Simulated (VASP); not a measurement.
A run of VASP 6.6.1:

The input INCAR:

```
SYSTEM = MgO
ALGO = Normal
EDIFF = 1E-7
ENCUT = 520
GGA = PE
ISIF = 2
ISMEAR = 0
LASPH = .TRUE.
LCHARG = .FALSE.
LREAL = .FALSE.
LWAVE = .FALSE.
NBANDS = 11
NELM = 60
PREC = Accurate
SIGMA = 0.01
```

Contents of KPOINTS:

```
k-points
0
G
  8 8 8
  0 0 0
```

POSCAR

```
MgO
1.0
    0.0000000000      2.1632905701      2.1632905701
    2.1632905701      0.0000000000      2.1632905701
    2.1632905701      2.1632905701      0.0000000000
Mg O
1 1
Direct
    0.0000000000      0.0000000000      0.0000000000
    0.5000000000      0.5000000000      0.5000000000
```

Potentials or basis: VASP PAW PBE potentials, release 64 (Mg, O).

The run is started by

```console
$ cat potpaw_PBE.64/Mg/POTCAR potpaw_PBE.64/O/POTCAR > POTCAR
$ mpirun -np 1 vasp_std > vasp.out
```

Hardware: 1 thread of AMD EPYC 7R43 64-Core Processor (Zen 3) (shared host).

Problem. Estimate the wall time of this run.

Solution. Run time: 7.7 s on 1 thread of AMD EPYC 7R43 64-Core Processor (Zen 3) (shared host), peak memory 0.11 GiB. Counts: scf iterations 12, k points 29.
